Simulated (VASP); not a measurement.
# MnAs (P6_3/mmc) in VASP: single point with PBE

Aim: the single point of MnAs with PBE.

Everything below comes from runs of VASP 6.6.1. Logs are shortened: lines on timing, memory, paths and dates and some standing lists are left out, and cuts for length are marked.

### Step 1. The cell of the first run

Symmetry: P6_3/mmc, No. 194, hexagonal system. The conventional cell has a = 3.710 Å, b = 3.710 Å, c = 5.691 Å, α = 90.00°, β = 90.00°, γ = 120.00°. Within 3.4 Å of Mn (site symmetry -3m) lie 6 As at 2.57 Å and 2 Mn at 2.85 Å. As (site symmetry -6m2) has 6 Mn at 2.57 Å within 3.4 Å.

### Step 2. Single point, PBE, collinear spin, antiferromagnetic start

The input, INCAR:

```
SYSTEM = MnAs
PREC = Accurate ; ENCUT = 520
EDIFF = 1E-7 ; ISMEAR = -1
SIGMA = 0.15 ; LREAL = .FALSE.
LASPH = .TRUE. ; NELM = 150
ALGO = Normal ; ISIF = 2
LWAVE = .FALSE. ; LCHARG = .FALSE.
ISPIN = 2 ; MAGMOM = 3.24 -3.24 0 0
LORBIT = 11 ; NUPDOWN = 0.0
LMAXMIX = 4 ; GGA = PE
NBANDS = 30
```

The input, KPOINTS:

```
Automatic mesh
0
G
  8 8 5
  0 0 0
```

The input, POSCAR:

```
MnAs
1.0
    3.7100000000      0.0000000000      0.0000000000
   -1.8550000000      3.2129542500      0.0000000000
    0.0000000000      0.0000000000      5.6910000000
Mn As
2 2
Direct
    0.0000000000      0.0000000000      0.0000000000
    0.0000000000      0.0000000000      0.5000000000
    0.3333333300      0.6666666700      0.2500000000
    0.6666666700      0.3333333300      0.7500000000
```

Potentials or basis: VASP PAW PBE potentials, release 64 (Mn_pv, As).

Command:

```console
> cat potpaw_PBE.64/Mn_pv/POTCAR potpaw_PBE.64/As/POTCAR > POTCAR
> mpirun -np 1 vasp_std > vasp.out
```

OUTCAR:

```text
SYSTEM = MnAs
   PREC = Accurate
   ENCUT = 520
   EDIFF = 1E-7
   ISMEAR = -1
   LREAL = .FALSE.
   LASPH = .TRUE.
   NELM = 150
   ISIF = 2
   ISPIN = 2
   LORBIT = 11
   NUPDOWN = 0.0
   GGA = PE

 ion  position               nearest neighbor table
   1  0.000  0.000  0.000-   3 2.57   4 2.57   4 2.57   3 2.57   4 2.57   3 2.57   2 2.85   2 2.85

   2  0.000  0.000  0.500-   3 2.57   4 2.57   4 2.57   3 2.57   4 2.57   3 2.57   1 2.85   1 2.85

   3  0.333  0.667  0.250-   1 2.57   2 2.57   1 2.57   2 2.57   1 2.57   2 2.57
   4  0.667  0.333  0.750-   1 2.57   2 2.57   1 2.57   2 2.57   1 2.57   2 2.57

  LATTYP: Found a hexagonal cell.
 ALAT       =     3.7100000000
 C/A-ratio  =     1.5339622642

  Lattice vectors:

 A1 = (   3.7100000000,   0.0000000000,   0.0000000000)
 A2 = (  -1.8550000000,   3.2129542500,   0.0000000000)
 A3 = (   0.0000000000,   0.0000000000,   5.6910000000)

Analysis of symmetry for initial positions (statically):
=====================================================================
 Subroutine PRICEL returns:
 Original cell was already a primitive cell.

 Routine SETGRP: Setting up the symmetry group for a
 hexagonal supercell.

 Subroutine GETGRP returns: Found 24 space group operations
 (whereof 12 operations were pure point group operations)
 out of a pool of 24 trial point group operations.

The static configuration has the point symmetry D_3d.
 The point group associated with its full space group is D_6h.

Analysis of symmetry for dynamics (positions and initial velocities):
=====================================================================
 Subroutine PRICEL returns:
 Original cell was already a primitive cell.

 Routine SETGRP: Setting up the symmetry group for a
 hexagonal supercell.

 Subroutine GETGRP returns: Found 24 space group operations
 (whereof 12 operations were pure point group operations)
 out of a pool of 24 trial point group operations.

The dynamic configuration has the point symmetry D_3d.
 The point group associated with its full space group is D_6h.

Analysis of structural, dynamic, and magnetic symmetry:
=====================================================================
 Subroutine PRICEL returns:
 Original cell was already a primitive cell.

 Routine SETGRP: Setting up the symmetry group for a
 hexagonal supercell.

 Subroutine GETGRP returns: Found 24 space group operations
 (whereof 12 operations were pure point group operations)
 out of a pool of 24 trial point group operations.

The overall configuration has the point symmetry D_3d.
[... 128 lines left out ...]
   LORBIT       =     11    0 simple, 1 ext, 2 COOP (PROOUT), +10 PAW based schemes
   GGA     = PE    functional components
   LHFCALC =     F    Hartree Fock is set to
   AEXX    =    0.0000 exact exchange contribution
   IVDW    =     0    specifies the selected vdW correction
   LEPSILON=     F    determine dielectric tensor
   LRPA    =     F    only Hartree local field effects (RPA)
 spin polarized calculation
  energy-cutoff  :      520.00
  volume of cell :       67.84
 maximum number of plane-waves:      1844
 NGX is ok and might be reduce to    28
   NGX = 13   NGY = 13   NGZ = 21

 number of electron      35.9999984 magnetization       0.0000000

 number of electron      35.9999984 magnetization      -0.0000000

 Free energy of the ion-electron system (eV)
  ---------------------------------------------------
  ext. energy  EPLUGINS =         0.00000000
  ---------------------------------------------------
  free energy    TOTEN  =       -28.20473615 eV

  energy without entropy =      -27.94991193  energy(sigma->0) =      -28.07732404

 E-fermi :   6.5734     XC(G=0): -11.1738

 val. band max:        6.7451528447   @ k =   0.2500   0.2500   0.2000
 cond. band min:       6.5926941210   @ k =   0.2500  -0.0000   0.4000
 fundamental gap:     -0.1524587237
 Fermi energy:         6.7466789655

 spin component 1

 k-point     1 :       0.0000    0.0000    0.0000
  band No.  band energies     occupation
      1     -42.9733      1.00000
      2     -42.9733      1.00000
      3     -42.9065      1.00000
      4     -39.8422      1.00000
      5     -39.7927      1.00000
      6     -39.7927      1.00000
[... 781 lines left out ...]
     29      16.0406      0.00000
     30      17.9971      0.00000

 [... further k-points ...]

 spin component 2

 k-point     1 :       0.0000    0.0000    0.0000
  band No.  band energies     occupation
      1     -42.9733      1.00000
      2     -42.9733      1.00000
      3     -42.9065      1.00000
      4     -39.8422      1.00000
      5     -39.7927      1.00000
      6     -39.7927      1.00000
[... 781 lines left out ...]
     29      16.1017      0.00000
     30      17.8329      0.00000

 [... further k-points ...]
[... 5 lines left out ...]
  --------------------------------------------------------------------------------------
  -------------------------------------------------------------------------------------
  Total       -2.5696502     -2.5696502     -1.9505819      0.0000000     -0.0000000      0.0000000
  in kB      -60.6900584    -60.6900585    -46.0688886      0.0000000     -0.0000000      0.0000000
  external PRESSURE =     -55.8163352 kB  Pullay stress =       0.0000000 kB

 VOLUME and BASIS-vectors are now :
 -----------------------------------------------------------------------------
  energy-cutoff  :      520.00
  volume of cell :       67.84
      direct lattice vectors                 reciprocal lattice vectors
     3.710000000  0.000000000  0.000000000     0.269541779  0.155620019  0.000000000
    -1.855000000  3.212954250  0.000000000     0.000000000  0.311240037  0.000000000
     0.000000000  0.000000000  5.691000000     0.000000000  0.000000000  0.175716043

 POSITION                                       TOTAL-FORCE (eV/Angst)
 -----------------------------------------------------------------------------------
      0.00000      0.00000      0.00000        -0.000000      0.000000      0.000000
      0.00000      0.00000      2.84550        -0.000000      0.000000      0.000000
     -0.00000      2.14197      1.42275        -0.000000      0.000000     -0.000000
      1.85500      1.07098      4.26825         0.000000     -0.000000     -0.000000
 -----------------------------------------------------------------------------------
    total drift:                               -0.000000     -0.000000      0.000000

  FREE ENERGIE OF THE ION-ELECTRON SYSTEM (eV)
  ---------------------------------------------------
  free  energy   TOTEN  =       -28.2047361515 eV

  energy  without entropy=      -27.9499119252  energy(sigma->0) =      -28.07732404

 total charge

# of ion       s       p       d       tot
------------------------------------------
    1        0.276   6.237   5.071  11.584
    2        0.276   6.237   5.071  11.584
    3        1.218   1.504   0.053   2.776
    4        1.218   1.504   0.053   2.776
--------------------------------------------------
tot          2.988  15.483  10.248  28.719

 magnetization (x)

# of ion       s       p       d       tot
------------------------------------------
    1        0.035   0.033   2.917   2.984
    2       -0.035  -0.033  -2.917  -2.984
    3        0.000   0.000   0.000   0.000
    4        0.000   0.000   0.000   0.000
--------------------------------------------------
tot         -0.000   0.000   0.000   0.000
```

OSZICAR:

```text
N       E                     dE             d eps       ncg     rms          rms(c)
DAV:   1     0.348420945988E+03    0.34842E+03   -0.19263E+04  3728   0.129E+03
DAV:   2    -0.105919607760E+02   -0.35901E+03   -0.34260E+03  3660   0.377E+02
DAV:   3    -0.307212092722E+02   -0.20129E+02   -0.19671E+02  4174   0.974E+01
DAV:   4    -0.310733091380E+02   -0.35210E+00   -0.35142E+00  3996   0.127E+01
DAV:   5    -0.310776550381E+02   -0.43459E-02   -0.43458E-02  4034   0.155E+00    0.173E+01
DAV:   6    -0.328787701836E+02   -0.18011E+01   -0.29847E+01  3888   0.577E+01    0.241E+01
DAV:   7    -0.281288394241E+02    0.47499E+01   -0.25134E+01  3918   0.426E+01    0.495E+00
DAV:   8    -0.282013353062E+02   -0.72496E-01   -0.77978E-01  4044   0.520E+00    0.263E+00
DAV:   9    -0.281993879735E+02    0.19473E-02   -0.11450E-01  4086   0.318E+00    0.121E+00
DAV:  10    -0.282031515945E+02   -0.37636E-02   -0.24660E-02  3906   0.864E-01    0.617E-01
DAV:  11    -0.282045802013E+02   -0.14286E-02   -0.66298E-03  4044   0.698E-01    0.183E-01
DAV:  12    -0.282047215765E+02   -0.14138E-03   -0.93885E-04  4122   0.198E-01    0.584E-02
DAV:  13    -0.282047298827E+02   -0.83061E-05   -0.11895E-04  4456   0.578E-02    0.273E-02
DAV:  14    -0.282047363420E+02   -0.64593E-05   -0.21794E-05  4068   0.289E-02    0.697E-03
DAV:  15    -0.282047362826E+02    0.59365E-07   -0.15508E-06  4008   0.718E-03    0.277E-03
DAV:  16    -0.282047361564E+02    0.12617E-06   -0.24009E-07  3422   0.352E-03    0.107E-03
DAV:  17    -0.282047361515E+02    0.49531E-08   -0.26110E-08  2142   0.111E-03
   1 F= -.28204736E+02 E0= -.28077324E+02  d E =-.254824E+00  mag=     0.0000
```

stdout:

```text
POSCAR found type information on POSCAR MnAs
 POSCAR found :  2 types and       4 ions
 scaLAPACK will be used
 LDA part: xc-table for (Slater+PW92), standard interpolation
 POSCAR, INCAR and KPOINTS ok, starting setup
 FFT: planning ... GRIDC
 FFT: planning ... GRID_SOFT
 FFT: planning ... GRID
 WAVECAR not read
 entering main loop
```

Run time: 2.5 min. Hardware: 1 thread of Intel Xeon Platinum 8259CL at 2.50GHz (Skylake/Cascade Lake), shared host; peak memory 0.25 GiB.

What came out:

- Free energy: -28.2047 eV
- Pressure: -5.6 GPa
- Net moment: 0.00 μB per cell
- Site moments: Mn +2.98, -2.98; As +0.00 μB
- Valence electrons inside the program's atomic spheres: Mn 11.58; As 2.78

Stress tensor (GPa, compression positive):
```
-6.07  0.00  0.00
 0.00 -6.07  0.00
 0.00  0.00 -4.61
```

Caveat: the cell stands under tension; the total moment is fixed, so each spin has its own Fermi level.
